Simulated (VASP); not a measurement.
Write the native input for VASP 6.6.1 that does the following.

| Property | Result |
| --- | --- |
| Task | single point |
| Functional | r2SCAN |
| Potentials or basis | VASP PAW PBE potentials, release 64 (Ge_d) |
| Cutoff | 520 eV |
| k mesh | 10 × 10 × 6 |
| Occupations | gaussian, width 0.02 eV |
| Spin | no spin polarisation |
| Dipole correction | no |
| Further INCAR settings | ALGO = Normal; EDIFF = 1e-06; NBANDS = 36 |

The system is Ge.

```
CELL_PARAMETERS angstrom
2.72393 2.72393 0.00000
-2.72393 2.72393 0.00000
0.00000 0.00000 5.83104
ATOMIC_POSITIONS crystal
Ge 0.50000 0.50000 0.50000
Ge 0.50000 0.00000 0.25000
Ge 0.00000 0.00000 0.00000
Ge 0.00000 0.50000 0.75000
```

This cell differs from its parent crystal: biaxial strain in the a-b plane: -4.0 %, then relaxed in part.

The input as run:

POSCAR

```
Ge
1.0
    2.7239300231      2.7239300231      0.0000000000
   -2.7239300231      2.7239300231      0.0000000000
    0.0000000000      0.0000000000      5.8310366884
Ge
4
Direct
    0.5000000000      0.5000000000      0.5000000000
    0.5000000000      0.0000000000      0.2500000000
    0.0000000000      0.0000000000      0.0000000000
    0.0000000000      0.5000000000      0.7500000000
```

INCAR.step1

```
PREC = Accurate
ENCUT = 520
ISMEAR = 0
SIGMA = 0.02
LREAL = False
LASPH = True
NELM = 100
NBANDS = 36
GGA = PE
ALGO = Normal
EDIFF = 1E-4
LWAVE = True
LCHARG = False
```

INCAR.step2

```
PREC = Accurate
ENCUT = 520
EDIFF = 1E-6
ISMEAR = 0
SIGMA = 0.02
LREAL = False
LASPH = True
NELM = 100
ALGO = Normal
ISIF = 2
LWAVE = False
LCHARG = False
METAGGA = R2SCAN
LMIXTAU = True
NBANDS = 36
ISTART = 1
```

KPOINTS

```
Automatic mesh
0
Gamma
  10 10 6
```

Potentials or basis: VASP PAW PBE potentials, release 64 (Ge_d).

Run with:

```bash
$ cat potpaw_PBE.64/Ge_d/POTCAR > POTCAR
$ cp INCAR.step1 INCAR
$ mpirun -np 1 vasp_std > vasp.out
$ cp INCAR.step2 INCAR
$ mpirun -np 1 vasp_std > vasp.out
```

It gave:

```json
{
  "Pressure": "4.4 GPa",
  "Band gap on the k mesh": "0.28 eV"
}
```

Caveat: the cell differs from its parent crystal (biaxial strain in the a-b plane: -4.0 %, then relaxed in part); the cell stands under pressure; the PAW data sets were made with another functional, which shifts forces and pressure a little.

Wall time 7 min on 1 thread of Intel(R) Xeon(R) 6975P-C (Granite Rapids), with other jobs on the host, peak memory 0.32 GiB.
